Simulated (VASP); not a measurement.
# MgS in VASP: settings compared

MgS is run at these levels: PBE, r2SCAN; tasks: single point.

Program: VASP 6.6.1. These are calculated values, not measurements. Logs are shortened: lines on timing, memory, paths and dates and some standing lists are left out, and cuts for length are marked.

### 1 The cell of the first run

It takes space group R-3m (No. 166, trigonal). Conventional cell: a = 3.648 Å, b = 3.648 Å, c = 9.048 Å, α = 90.00°, β = 90.00°, γ = 120.00°. Within 3.4 Å of Mg (site symmetry -3m) lie 6 S at 2.59 Å. Within 3.4 Å of S (site symmetry -3m) lie 6 Mg at 2.59 Å.

### 2 Single point, PBE (epitaxial 111 strain -0.9%)

File INCAR:

```
PREC = Accurate
ENCUT = 520
EDIFF = 1E-7
ISMEAR = -1
SIGMA = 0.02
LREAL = False
LASPH = True
NELM = 60
ALGO = Normal
ISIF = 2
LWAVE = False
LCHARG = False
GGA = PE
NBANDS = 11
```

File KPOINTS:

```
regular mesh
0
Gamma
  8 8 8
```

File POSCAR:

```
MgS
1.0
    0.0216477984      2.6010528330      2.6010528330
    2.6010528330      0.0216477984      2.6010528330
    2.6010528330      2.6010528330      0.0216477984
Mg S
1 1
Direct
    0.0000000000      0.0000000000      0.0000000000
    0.5000000000      0.5000000000      0.5000000000
```

Potentials or basis: VASP PAW PBE potentials, release 64 (Mg, S).

Run with:

```
$ cat potpaw_PBE.64/Mg/POTCAR potpaw_PBE.64/S/POTCAR > POTCAR
$ mpirun -np 1 vasp_std > vasp.out
```

OUTCAR:

```text
PREC = Accurate
   ENCUT = 520
   EDIFF = 1E-7
   ISMEAR = -1
   LREAL = False
   LASPH = True
   NELM = 60
   ISIF = 2
   GGA = PE

 ion  position               nearest neighbor table
   1  0.000  0.000  0.000-   2 2.59   2 2.59   2 2.59   2 2.59   2 2.59   2 2.59
   2  0.500  0.500  0.500-   1 2.59   1 2.59   1 2.59   1 2.59   1 2.59   1 2.59

  LATTYP: Found a trigonal (rhomboedric) cell.
 ALAT       =     3.6785078914
 COS(alpha) =     0.5083051017

  Lattice vectors:

 A1 = (   0.0216477984,   2.6010528330,   2.6010528330)
 A2 = (   2.6010528330,   0.0216477984,   2.6010528330)
 A3 = (   2.6010528330,   2.6010528330,   0.0216477984)

Analysis of symmetry for initial positions (statically):
=====================================================================
 Subroutine PRICEL returns:
 Original cell was already a primitive cell.

 Routine SETGRP: Setting up the symmetry group for a
 trigonal (rhombohedral) supercell.

 Subroutine GETGRP returns: Found 12 space group operations
 (whereof 12 operations were pure point group operations)
 out of a pool of 12 trial point group operations.

The static configuration has the point symmetry D_3d.

Analysis of symmetry for dynamics (positions and initial velocities):
=====================================================================
 Subroutine PRICEL returns:
 Original cell was already a primitive cell.

 Routine SETGRP: Setting up the symmetry group for a
 trigonal (rhombohedral) supercell.

 Subroutine GETGRP returns: Found 12 space group operations
 (whereof 12 operations were pure point group operations)
 out of a pool of 12 trial point group operations.

The dynamic configuration has the point symmetry D_3d.

 Subroutine INISYM returns: Found 12 space group operations
 (whereof 12 operations are pure point group operations),
 and found     1 'primitive' translations

----------------------------------------------------------------------------------------

                                     Primitive cell

  volume of cell :      34.7554

  direct lattice vectors                    reciprocal lattice vectors
     0.021647798  2.601052833  2.601052833    -0.194646458  0.193039844  0.193039844
     2.601052833  0.021647798  2.601052833     0.193039844 -0.194646458  0.193039844
     2.601052833  2.601052833  0.021647798     0.193039844  0.193039844 -0.194646458

  length of vectors
     3.678507891  3.678507891  3.678507891     0.335284963  0.335284963  0.335284963

  position of ions in fractional coordinates (direct lattice)
     0.000000000  0.000000000  0.000000000
     0.500000000  0.500000000  0.500000000

  ion indices of the primitive-cell ions
   primitive index   ion index
                 1           1
                 2           2

----------------------------------------------------------------------------------------

 KPOINTS: regular mesh

Automatic generation of k-mesh.
 Grid dimensions read from file:
 generate k-points for:    8    8    8

 Generating k-lattice:

  Cartesian coordinates                     Fractional coordinates (reciprocal lattice)
    -0.024330807  0.024129981  0.024129981     0.125000000 -0.000000000 -0.000000000
     0.024129981 -0.024330807  0.024129981    -0.000000000  0.125000000 -0.000000000
     0.024129981  0.024129981 -0.024330807    -0.000000000 -0.000000000  0.125000000

  Length of vectors
     0.041910620  0.041910620  0.041910620

  Shift w.r.t. Gamma in fractional coordinates (k-lattice)
     0.000000000  0.000000000  0.000000000

 Subroutine IBZKPT returns following result:
 ===========================================

 Found     65 irreducible k-points:

 Following reciprocal coordinates:
            Coordinates               Weight
  0.000000  0.000000  0.000000      1.000000
  0.125000  0.000000 -0.000000      6.000000
  0.250000  0.000000 -0.000000      6.000000
  0.375000  0.000000 -0.000000      6.000000
  0.500000  0.000000 -0.000000      3.000000
  0.125000  0.125000  0.000000      6.000000
[... 16 lines left out ...]
  0.250000  0.125000  0.125000      6.000000
  0.375000  0.125000  0.125000      6.000000
 [... further k-points ...]
   k-points           NKPTS =     65   k-points in BZ     NKDIM =     65   number of bands    NBANDS=     11
   number of dos      NEDOS =    301   number of ions     NIONS =      2
   total plane-waves  NPLWV =  21952
   dimension x,y,z NGX =    28 NGY =   28 NGZ =   28
   dimension x,y,z NGXF=    56 NGYF=   56 NGZF=   56
   ions per type =               1   1
   NGX,Y,Z   is equivalent  to a cutoff of  12.65, 12.65, 12.65 a.u.
   NGXF,Y,Z  is equivalent  to a cutoff of  25.31, 25.31, 25.31 a.u.
 SYSTEM =  unknown system
   PREC   = accura    normal or accurate (medium, high low for compatibility)
   ISTART =      0    job   : 0-new  1-cont  2-samecut
   ICHARG =      2    charge: 1-file 2-atom 10-const
   ISPIN  =      1    spin polarized calculation?
   LNONCOLLINEAR =      F non collinear calculations
   LSORBIT =      F    spin-orbit coupling
   LASPH  =      T    aspherical Exc in radial PAW
   ENCUT  =  520.0 eV  38.22 Ry    6.18 a.u.   6.84  6.84  6.84*2*pi/ulx,y,z
   NELM   =     60;   NELMIN=  2; NELMDL= -5     # of ELM steps
   EDIFF  = 0.1E-06   stopping-criterion for ELM
   LREAL  =      F    real-space projection
   EDIFFG = 0.1E-05   stopping-criterion for IOM
   NSW    =      0    number of steps for IOM
   IBRION =     -1    ionic relax: 0-MD 1-quasi-New 2-CG
   NFREE  =      0    steps in history (QN), initial steepest desc. (CG)
   ISIF   =      2    stress and relaxation
   ISYM   =      2    0-nonsym 1-usesym 2-fastsym
   POTIM  = 0.5000    time-step for ionic-motion
   TEBEG  =    0.0;   TEEND  =   0.0 temperature during run
   PSTRESS=    0.0 pullay stress
   NELECT =       8.0000    total number of electrons
   NUPDOWN=      -1.0000    fix difference up-down
   EMIN   =  10.00;   EMAX   =-10.00  energy-range for DOS
   EFERMI =   0.00;   METHOD = LEGACY
   ISMEAR =    -1;   SIGMA  =   0.02  broadening in eV -4-tet -1-fermi 0-gaus
   EFERMI_NEDOS =   21; number of points for ismear=-14 and -15
   IALGO  =     38    algorithm
   IMIX   =      4    mixing-type and parameters
     AMIX     =   0.40;   BMIX     =  1.00
     AMIX_MAG =   1.60;   BMIX_MAG =  1.00
  volume/ion in A,a.u.               =      17.38       117.27
  Fermi-wavevector in a.u.,A,eV,Ry     =   1.003300  1.895962 13.695779  1.006611
  Thomas-Fermi vector in A             =   2.135843
   LORBIT       =      0    0 simple, 1 ext, 2 COOP (PROOUT), +10 PAW based schemes
   GGA     = PE    functional components
   LHFCALC =     F    Hartree Fock is set to
   AEXX    =    0.0000 exact exchange contribution
   IVDW    =     0    specifies the selected vdW correction
   LEPSILON=     F    determine dielectric tensor
   LRPA    =     F    only Hartree local field effects (RPA)
 non-spin polarized calculation
  energy-cutoff  :      520.00
  volume of cell :       34.76
 maximum number of plane-waves:       951
   NGX = 13   NGY = 13   NGZ = 13

 number of electron       7.9999999 magnetization

 Free energy of the ion-electron system (eV)
  ---------------------------------------------------
  ext. energy  EPLUGINS =         0.00000000
  ---------------------------------------------------
  free energy    TOTEN  =        -8.49648100 eV

  energy without entropy =       -8.49648100  energy(sigma->0) =       -8.49648100

 E-fermi :   4.3515     XC(G=0):  -9.7431

 val. band max:        3.8835972462   @ k =   0.0000   0.0000   0.0000
 cond. band min:       6.6459189198   @ k =   0.5000   0.5000   0.0000
 fundamental gap:      2.7623216736
 Fermi energy:         4.3514701781

 k-point     1 :       0.0000    0.0000    0.0000
  band No.  band energies     occupation
      1      -8.8984      2.00000
      2       3.7670      2.00000
      3       3.8836      2.00000
      4       3.8836      2.00000
      5       7.6562      0.00000
      6      11.6544      0.00000
      7      11.8617      0.00000
      8      11.8617      0.00000
      9      14.2103      0.00000
     10      14.2103      0.00000
     11      16.4056      0.00000

 k-point     2 :       0.1250    0.0000   -0.0000
  band No.  band energies     occupation
      1      -8.7430      2.00000
      2       2.8126      2.00000
      3       3.6788      2.00000
      4       3.7753      2.00000
      5       8.4432      0.00000
      6      11.5196      0.00000
      7      11.9443      0.00000
      8      12.1091      0.00000
      9      13.5446      0.00000
     10      13.6063      0.00000
     11      16.6244      0.00000

 k-point     3 :       0.2500    0.0000   -0.0000
  band No.  band energies     occupation
      1      -8.3217      2.00000
      2       1.0269      2.00000
      3       3.4567      2.00000
      4       3.5399      2.00000
      5       8.8297      0.00000
      6      11.6090      0.00000
      7      11.7050      0.00000
      8      12.2479      0.00000
      9      14.0638      0.00000
     10      14.2468      0.00000
     11      15.8047      0.00000

 k-point     4 :       0.3750    0.0000   -0.0000
  band No.  band energies     occupation
      1      -7.8053      2.00000
      2      -0.4472      2.00000
      3       3.2626      2.00000
      4       3.3330      2.00000
      5       8.5263      0.00000
      6      10.9362      0.00000
      7      11.0369      0.00000
      8      13.7609      0.00000
      9      15.4727      0.00000
     10      16.0438      0.00000
     11      16.2548      0.00000

 k-point     5 :       0.5000    0.0000   -0.0000
  band No.  band energies     occupation
      1      -7.5475      2.00000
      2      -1.0409      2.00000
      3       3.1886      2.00000
      4       3.2541      2.00000
      5       8.3803      0.00000
      6      10.6847      0.00000
      7      10.7903      0.00000
      8      14.0944      0.00000
      9      16.0788      0.00000
     10      18.1757      0.00000
     11      18.4185      0.00000
[... 211 lines left out ...]
 k-point    21 :       0.5000    0.5000    0.0000
  band No.  band energies     occupation
      1      -7.1771      2.00000
      2      -0.4176      2.00000
      3       2.0799      2.00000
      4       2.1865      2.00000
      5       6.6459      0.00000
      6       8.2029      0.00000
      7      15.9666      0.00000
      8      16.6984      0.00000
      9      17.3520      0.00000
     10      17.3678      0.00000
     11      19.7390      0.00000

 k-point    22 :       0.1250    0.1250    0.1250
  band No.  band energies     occupation
      1      -8.7475      2.00000
      2       2.7143      2.00000
      3       3.7837      2.00000
      4       3.7837      2.00000
      5       8.4762      0.00000
      6      11.3803      0.00000
      7      12.1086      0.00000
      8      12.1086      0.00000
      9      13.6132      0.00000
     10      13.6132      0.00000
     11      16.6922      0.00000

 k-point    23 :       0.2500    0.1250    0.1250
  band No.  band energies     occupation
      1      -8.5060      2.00000
      2       1.8606      2.00000
      3       3.1098      2.00000
      4       3.7688      2.00000
      5       9.3399      0.00000
      6      11.0525      0.00000
      7      12.0091      0.00000
      8      12.3949      0.00000
      9      12.5192      0.00000
     10      14.6241      0.00000
     11      17.6154      0.00000

 k-point    24 :       0.3750    0.1250    0.1250
  band No.  band energies     occupation
      1      -8.0473      2.00000
      2       0.5090      2.00000
      3       2.5628      2.00000
      4       3.5291      2.00000
      5       9.5512      0.00000
      6      10.9937      0.00000
      7      11.5574      0.00000
      8      12.1351      0.00000
      9      13.8677      0.00000
     10      16.5310      0.00000
     11      16.8822      0.00000

 [... further k-points ...]

------------------------ aborting loop because EDIFF is reached ----------------------------------------

  FORCE on cell =-STRESS in cart. coord.  units (eV):
  Direction    XX          YY          ZZ          XY          YZ          ZX
  --------------------------------------------------------------------------------------
  -------------------------------------------------------------------------------------
  Total        0.4180699      0.4180699      0.4180699     -0.1021035     -0.1021035     -0.1021035
  in kB       19.2724874     19.2724874     19.2724874     -4.7068421     -4.7068421     -4.7068421
  external PRESSURE =      19.2724874 kB  Pullay stress =       0.0000000 kB

 VOLUME and BASIS-vectors are now :
 -----------------------------------------------------------------------------
  energy-cutoff  :      520.00
  volume of cell :       34.76
      direct lattice vectors                 reciprocal lattice vectors
     0.021647798  2.601052833  2.601052833    -0.194646458  0.193039844  0.193039844
     2.601052833  0.021647798  2.601052833     0.193039844 -0.194646458  0.193039844
     2.601052833  2.601052833  0.021647798     0.193039844  0.193039844 -0.194646458

 POSITION                                       TOTAL-FORCE (eV/Angst)
 -----------------------------------------------------------------------------------
      0.00000      0.00000      0.00000        -0.000000     -0.000000     -0.000000
      2.61188      2.61188      2.61188         0.000000      0.000000      0.000000
 -----------------------------------------------------------------------------------
    total drift:                                0.000000      0.000000      0.000000

  FREE ENERGIE OF THE ION-ELECTRON SYSTEM (eV)
  ---------------------------------------------------
  free  energy   TOTEN  =        -8.4964810018 eV

  energy  without entropy=       -8.4964810018  energy(sigma->0) =       -8.49648100
```

Wall time 15 s (1 thread of Intel Xeon Platinum 8488C (Sapphire Rapids), shared host); peak memory 0.17 GiB.

What came out:

* Free energy: -8.4965 eV
* Pressure: 1.9 GPa
* Band gap on the k mesh: 2.76 eV (least direct gap 3.77 eV)

Stress tensor (GPa, compression positive):
```
 1.93 -0.47 -0.47
-0.47  1.93 -0.47
-0.47 -0.47  1.93
```

Levels at points of the mesh, in eV from the valence-band top:
| k point | band 1 | band 2 | band 3 | band 4 | band 5 | band 6 | band 7 | band 8 |
| --- | --- | --- | --- | --- | --- | --- | --- | --- |
| (0.00, 0.00, 0.00) | -12.78 | -0.12 | 0.00 | 0.00 | 3.77 | 7.77 | 7.98 | 7.98 |
| (0.50, 0.00, 0.00) | -11.43 | -4.92 | -0.69 | -0.63 | 4.50 | 6.80 | 6.91 | 10.21 |
| (0.50, 0.50, 0.00) | -11.06 | -4.30 | -1.80 | -1.70 | 2.76 | 4.32 | 12.08 | 12.81 |
| (0.50, 0.50, 0.50) | -11.48 | -4.98 | -0.59 | -0.59 | 4.62 | 6.98 | 6.98 | 10.24 |

Caveat: the cell differs from its parent crystal (epitaxial 111 strain -0.9%). A k mesh can miss the band edges.

[end of part 1 of 2]
